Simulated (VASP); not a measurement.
# TiAl (Pm-3m) in VASP: further runs

The runs below take TiAl through single point, relaxation of cell and atoms, with PBE.

Everything below comes from runs of VASP 6.6.1. Logs are shortened: lines on timing, memory, paths and dates and some standing lists are left out, and cuts for length are marked.

### 1 The cell of the first run

Symmetry: Pm-3m, No. 221, cubic system. Conventional cell: a = 3.186 Å, b = 3.186 Å, c = 3.186 Å, α = 90.00°, β = 90.00°, γ = 90.00°. Al (site symmetry m-3m) has 8 Ti at 2.76 Å and 6 Al at 3.19 Å within 3.6 Å. Within 3.6 Å of Ti (site symmetry m-3m) lie 8 Al at 2.76 Å and 6 Ti at 3.19 Å.

### 2 Single point, PBE

The input, INCAR:

```
SYSTEM = TiAl
PREC = Accurate
ENCUT = 500
EDIFF = 1E-6
ISMEAR = 0
SIGMA = 0.1
LREAL = .False.
LASPH = .True.
NELM = 120
ALGO = Normal
ISIF = 2
LWAVE = .False.
LCHARG = .True.
GGA = PE
LELF = .True.
LVHAR = .True.
NBANDS = 14
GGA_COMPAT = .False.
```

The input, KPOINTS:

```
regular mesh
0
Gamma
  14 14 14
  0 0 0
```

The input, POSCAR:

```
TiAl
1.0
    3.1863150089      0.0000000000      0.0000000000
    0.0000000000      3.1863150089      0.0000000000
    0.0000000000      0.0000000000      3.1863150089
Al Ti
1 1
Direct
    0.0000000000      0.0000000000      0.0000000000
    0.5000000000      0.5000000000      0.5000000000
```

Potentials or basis: VASP PAW PBE potentials, release 64 (Al, Ti_sv).

Launch:

```
> cat potpaw_PBE.64/Al/POTCAR potpaw_PBE.64/Ti_sv/POTCAR > POTCAR
> mpirun -np 1 vasp_std > vasp.out
```

OUTCAR:

```text
SYSTEM = TiAl
   PREC = Accurate
   ENCUT = 500
   EDIFF = 1E-6
   ISMEAR = 0
   LREAL = .False.
   LASPH = .True.
   NELM = 120
   ISIF = 2
   GGA = PE

 ion  position               nearest neighbor table
   1  0.000  0.000  0.000-   2 2.76   2 2.76   2 2.76   2 2.76   2 2.76   2 2.76   2 2.76   2 2.76

   2  0.500  0.500  0.500-   1 2.76   1 2.76   1 2.76   1 2.76   1 2.76   1 2.76   1 2.76   1 2.76

  LATTYP: Found a simple cubic cell.
 ALAT       =     3.1863150089

  Lattice vectors:

 A1 = (   3.1863150089,   0.0000000000,   0.0000000000)
 A2 = (   0.0000000000,   3.1863150089,   0.0000000000)
 A3 = (   0.0000000000,   0.0000000000,   3.1863150089)

Analysis of symmetry for initial positions (statically):
=====================================================================
 Subroutine PRICEL returns:
 Original cell was already a primitive cell.

 Routine SETGRP: Setting up the symmetry group for a
 simple cubic supercell.

 Subroutine GETGRP returns: Found 48 space group operations
 (whereof 48 operations were pure point group operations)
 out of a pool of 48 trial point group operations.

The static configuration has the point symmetry O_h .

Analysis of symmetry for dynamics (positions and initial velocities):
=====================================================================
 Subroutine PRICEL returns:
 Original cell was already a primitive cell.

 Routine SETGRP: Setting up the symmetry group for a
 simple cubic supercell.

 Subroutine GETGRP returns: Found 48 space group operations
 (whereof 48 operations were pure point group operations)
 out of a pool of 48 trial point group operations.

The dynamic configuration has the point symmetry O_h .

 Subroutine INISYM returns: Found 48 space group operations
 (whereof 48 operations are pure point group operations),
 and found     1 'primitive' translations

----------------------------------------------------------------------------------------

                                     Primitive cell

  volume of cell :      32.3494

  direct lattice vectors                    reciprocal lattice vectors
     3.186315009  0.000000000  0.000000000     0.313842165  0.000000000  0.000000000
     0.000000000  3.186315009  0.000000000     0.000000000  0.313842165  0.000000000
     0.000000000  0.000000000  3.186315009     0.000000000  0.000000000  0.313842165

  length of vectors
     3.186315009  3.186315009  3.186315009     0.313842165  0.313842165  0.313842165

  position of ions in fractional coordinates (direct lattice)
     0.000000000  0.000000000  0.000000000
     0.500000000  0.500000000  0.500000000

  ion indices of the primitive-cell ions
   primitive index   ion index
                 1           1
                 2           2

----------------------------------------------------------------------------------------

 KPOINTS: regular mesh

Automatic generation of k-mesh.
 Grid dimensions read from file:
 generate k-points for:   14   14   14

 Generating k-lattice:

  Cartesian coordinates                     Fractional coordinates (reciprocal lattice)
     0.022417297  0.000000000  0.000000000     0.071428571  0.000000000  0.000000000
     0.000000000  0.022417297  0.000000000     0.000000000  0.071428571  0.000000000
     0.000000000  0.000000000  0.022417297     0.000000000  0.000000000  0.071428571

  Length of vectors
     0.022417297  0.022417297  0.022417297

  Shift w.r.t. Gamma in fractional coordinates (k-lattice)
     0.000000000  0.000000000  0.000000000

 Subroutine IBZKPT returns following result:
 ===========================================

 Found    120 irreducible k-points:

 Following reciprocal coordinates:
            Coordinates               Weight
  0.000000  0.000000  0.000000      1.000000
  0.071429  0.000000  0.000000      6.000000
  0.142857  0.000000  0.000000      6.000000
  0.214286  0.000000  0.000000      6.000000
  0.285714  0.000000  0.000000      6.000000
  0.357143  0.000000  0.000000      6.000000
[... 16 lines left out ...]
  0.285714  0.214286  0.000000     24.000000
  0.357143  0.214286  0.000000     24.000000
 [... further k-points ...]
   k-points           NKPTS =    120   k-points in BZ     NKDIM =    120   number of bands    NBANDS=     14
   number of dos      NEDOS =    301   number of ions     NIONS =      2
   total plane-waves  NPLWV =  13824
   dimension x,y,z NGX =    24 NGY =   24 NGZ =   24
   dimension x,y,z NGXF=    48 NGYF=   48 NGZF=   48
   ions per type =               1   1
   NGX,Y,Z   is equivalent  to a cutoff of  12.52, 12.52, 12.52 a.u.
   NGXF,Y,Z  is equivalent  to a cutoff of  25.04, 25.04, 25.04 a.u.
 SYSTEM =  TiAl
   PREC   = accura    normal or accurate (medium, high low for compatibility)
   ISTART =      0    job   : 0-new  1-cont  2-samecut
   ICHARG =      2    charge: 1-file 2-atom 10-const
   ISPIN  =      1    spin polarized calculation?
   LNONCOLLINEAR =      F non collinear calculations
   LSORBIT =      F    spin-orbit coupling
   LASPH  =      T    aspherical Exc in radial PAW
   ENCUT  =  500.0 eV  36.75 Ry    6.06 a.u.   5.81  5.81  5.81*2*pi/ulx,y,z
   NELM   =    120;   NELMIN=  2; NELMDL= -5     # of ELM steps
   EDIFF  = 0.1E-05   stopping-criterion for ELM
   LREAL  =      F    real-space projection
   EDIFFG = 0.1E-04   stopping-criterion for IOM
   NSW    =      0    number of steps for IOM
   IBRION =     -1    ionic relax: 0-MD 1-quasi-New 2-CG
   NFREE  =      0    steps in history (QN), initial steepest desc. (CG)
   ISIF   =      2    stress and relaxation
   ISYM   =      2    0-nonsym 1-usesym 2-fastsym
   POTIM  = 0.5000    time-step for ionic-motion
   TEBEG  =    0.0;   TEEND  =   0.0 temperature during run
   PSTRESS=    0.0 pullay stress
   NELECT =      15.0000    total number of electrons
   NUPDOWN=      -1.0000    fix difference up-down
   EMIN   =  10.00;   EMAX   =-10.00  energy-range for DOS
   EFERMI =   0.00;   METHOD = LEGACY
   ISMEAR =     0;   SIGMA  =   0.10  broadening in eV -4-tet -1-fermi 0-gaus
   EFERMI_NEDOS =   21; number of points for ismear=-14 and -15
   IALGO  =     38    algorithm
   IMIX   =      4    mixing-type and parameters
     AMIX     =   0.40;   BMIX     =  1.00
     AMIX_MAG =   1.60;   BMIX_MAG =  1.00
  volume/ion in A,a.u.               =      16.17       109.15
  Fermi-wavevector in a.u.,A,eV,Ry     =   1.267116  2.394503 21.845299  1.605584
  Thomas-Fermi vector in A             =   2.400281
   LORBIT       =      0    0 simple, 1 ext, 2 COOP (PROOUT), +10 PAW based schemes
   GGA     = PE    functional components
   LHFCALC =     F    Hartree Fock is set to
   AEXX    =    0.0000 exact exchange contribution
   IVDW    =     0    specifies the selected vdW correction
   LEPSILON=     F    determine dielectric tensor
   LRPA    =     F    only Hartree local field effects (RPA)
 non-spin polarized calculation
 Gauss-broadening in eV      SIGMA  =   0.10
  energy-cutoff  :      500.00
  volume of cell :       32.35
 maximum number of plane-waves:       840
 NGX is ok and might be reduce to    24
   NGX = 11   NGY = 11   NGZ = 11

 number of electron      14.9999994 magnetization

 Free energy of the ion-electron system (eV)
  ---------------------------------------------------
  ext. energy  EPLUGINS =         0.00000000
  ---------------------------------------------------
  free energy    TOTEN  =       -12.11607424 eV

  energy without entropy =      -12.10378113  energy(sigma->0) =      -12.10992768

 E-fermi :   8.7135     XC(G=0): -11.0574

 val. band max:        8.7002383246   @ k =   0.4286   0.0714   0.0714
 cond. band min:       8.7153739890   @ k =   0.2857   0.2857   0.0000
 fundamental gap:      0.0151356645
 Fermi energy:         8.7135466154

 k-point     1 :       0.0000    0.0000    0.0000
  band No.  band energies     occupation
      1     -48.2079      2.00000
      2     -24.4096      2.00000
      3     -24.4096      2.00000
      4     -24.4096      2.00000
      5      -0.5423      2.00000
      6       7.2799      2.00000
      7       7.2799      2.00000
      8      10.4930      0.00000
      9      10.4930      0.00000
     10      10.4930      0.00000
     11      13.0840      0.00000
     12      13.0840      0.00000
     13      13.0840      0.00000
     14      17.4602      0.00000

 k-point     2 :       0.0714    0.0000    0.0000
  band No.  band energies     occupation
      1     -48.2072      2.00000
      2     -24.4179      2.00000
      3     -24.4089      2.00000
      4     -24.4089      2.00000
      5      -0.4613      2.00000
      6       7.2382      2.00000
      7       7.3162      2.00000
      8      10.3511      0.00000
      9      10.3511      0.00000
     10      10.5027      0.00000
     11      12.7338      0.00000
     12      13.2854      0.00000
     13      13.2854      0.00000
     14      17.3537      0.00000

 k-point     3 :       0.1429    0.0000    0.0000
  band No.  band energies     occupation
      1     -48.2053      2.00000
      2     -24.4412      2.00000
      3     -24.4068      2.00000
      4     -24.4068      2.00000
      5      -0.2207      2.00000
      6       7.0654      2.00000
      7       7.4212      2.00000
      8      10.0251      0.00000
      9      10.0251      0.00000
     10      10.5298      0.00000
     11      12.0601      0.00000
     12      13.7927      0.00000
     13      13.7927      0.00000
     14      17.0521      0.00000
[... 324 lines left out ...]
 k-point    23 :       0.2857    0.2143    0.0000
  band No.  band energies     occupation
      1     -48.1937      2.00000
      2     -24.5040      2.00000
      3     -24.4635      2.00000
      4     -24.3950      2.00000
      5       1.3384      2.00000
      6       6.3597      2.00000
      7       7.2676      2.00000
      8       8.7955      0.24634
      9       9.4517      0.00000
     10      10.0193      0.00000
     11      11.7242      0.00000
     12      13.2241      0.00000
     13      16.1803      0.00000
     14      16.6784      0.00000

 k-point    24 :       0.3571    0.2143    0.0000
  band No.  band energies     occupation
      1     -48.1909      2.00000
      2     -24.5364      2.00000
      3     -24.4599      2.00000
      4     -24.3920      2.00000
      5       1.9396      2.00000
      6       5.5418      2.00000
      7       7.5417      2.00000
      8       8.6545      1.59653
      9       9.2458      0.00000
     10      10.0602      0.00000
     11      11.5835      0.00000
     12      13.6912      0.00000
     13      16.1915      0.00000
     14      16.8288      0.00000

 [... further k-points ...]
[... 5 lines left out ...]
  --------------------------------------------------------------------------------------
  -------------------------------------------------------------------------------------
  Total       -0.0154706     -0.0154706     -0.0154706     -0.0000000     -0.0000000      0.0000000
  in kB       -0.7662149     -0.7662149     -0.7662149     -0.0000000     -0.0000000      0.0000000
  external PRESSURE =      -0.7662149 kB  Pullay stress =       0.0000000 kB

 VOLUME and BASIS-vectors are now :
 -----------------------------------------------------------------------------
  energy-cutoff  :      500.00
  volume of cell :       32.35
      direct lattice vectors                 reciprocal lattice vectors
     3.186315009  0.000000000  0.000000000     0.313842165  0.000000000  0.000000000
     0.000000000  3.186315009  0.000000000     0.000000000  0.313842165  0.000000000
     0.000000000  0.000000000  3.186315009     0.000000000  0.000000000  0.313842165

 POSITION                                       TOTAL-FORCE (eV/Angst)
 -----------------------------------------------------------------------------------
      0.00000      0.00000      0.00000         0.000000      0.000000      0.000000
      1.59316      1.59316      1.59316         0.000000      0.000000      0.000000
 -----------------------------------------------------------------------------------
    total drift:                                0.000000      0.000000     -0.000000

  FREE ENERGIE OF THE ION-ELECTRON SYSTEM (eV)
  ---------------------------------------------------
  free  energy   TOTEN  =       -12.1160742374 eV

  energy  without entropy=      -12.1037811307  energy(sigma->0) =      -12.10992768
```

Run time: 41 s. Hardware: 1 thread of Intel Xeon 8259CL, shared host; peak memory 0.18 GiB.

What came out:

```
Free energy            : -12.1161 eV
Pressure               : -0.1 GPa
Band gap on the k mesh : zero (an odd number of electrons rules out a gap without spin polarisation)
```

### 3 Relaxation of cell and atoms, PBE

This run uses another cell than the first one, of 16.08 Å³/atom.

The input, INCAR:

```
  PREC = Accurate
  ENCUT = 500
  EDIFF = 1E-7
  ISMEAR = 0
  SIGMA = 0.1
  LREAL = False
  LASPH = True
  NELM = 120
  ALGO = Normal
  ISIF = 3
  LWAVE = False
  LCHARG = False
  GGA = PE
  IBRION = 2
  NSW = 100
  EDIFFG = -0.005
  GGA_COMPAT = False
  NELMIN = 4
```

The input, KPOINTS:

```
Automatic mesh
0
Gamma
  14 14 14
```

The input, POSCAR:

```
TiAl
1.0
    3.1801725945      0.0000000000      0.0000000000
    0.0000000000      3.1801725945      0.0000000000
    0.0000000000      0.0000000000      3.1801725945
Al Ti
1 1
Direct
    0.0000000000      0.0000000000      0.0000000000
    0.5000000000      0.5000000000      0.5000000000
```

Potentials or basis: VASP PAW PBE potentials, release 64 (Al, Ti_sv).

Launch:

```
> cat potpaw_PBE.64/Al/POTCAR potpaw_PBE.64/Ti_sv/POTCAR > POTCAR
> mpirun -np 1 vasp_std > vasp.out
```

Wall time 85 s (1 thread of Intel Xeon 8259CL, shared host); peak memory 0.17 GiB.

It converged, with:

```
Free energy                           : -12.1160 eV
Relaxed volume                        : 16.17 Å³/atom
Relaxed cell                          : a = 3.186 Å, b = 3.186 Å, c = 3.186 Å, α = 90.00°, β = 90.00°, γ = 90.00°
Space group after relaxing (to 0.1 Å) : Pm-3m (No. 221)
Energy gained by relaxing             : 0.2 meV/atom
Ionic steps                           : 3
Pressure after relaxing               : 0.0 GPa
Band gap on the k mesh                : zero (an odd number of electrons rules out a gap without spin polarisation)
```

The path:
```tsv
step	energy change (eV)	largest force (eV/Å)	pressure (GPa)	volume (Å³)
1	0.0000	0.0000	0.62	32.16
2	-0.0002	0.0000	-0.38	32.45
3	-0.0003	0.0000	0.01	32.33
```

Final structure:
```yaml
crystal:
  lattice:
    - [3.18577, 0.00000, 0.00000]
    - [0.00000, 3.18577, 0.00000]
    - [0.00000, 0.00000, 3.18577]
  atoms:
    - { symbol: Al, position: [0.00000, 0.00000, 0.00000] }
    - { symbol: Ti, position: [0.50000, 0.50000, 0.50000] }
```

Levels at points of the mesh, in eV from the Fermi level:
```tsv
k point	band 3	band 4	band 5	band 6	band 7	band 8	band 9	band 10	band 11
(0.00, 0.00, 0.00)	-33.12	-33.12	-9.26	-1.43	-1.43	1.78	1.78	1.78	4.37
(0.50, 0.00, 0.00)	-33.11	-33.11	-6.04	-5.18	-0.55	0.14	0.14	1.98	2.94
(0.50, 0.50, 0.00)	-33.27	-33.09	-5.01	-2.12	-2.12	-1.47	0.70	0.70	2.69
(0.50, 0.50, 0.50)	-33.24	-33.24	-3.08	-3.08	-3.08	0.58	2.76	2.76	2.89
```
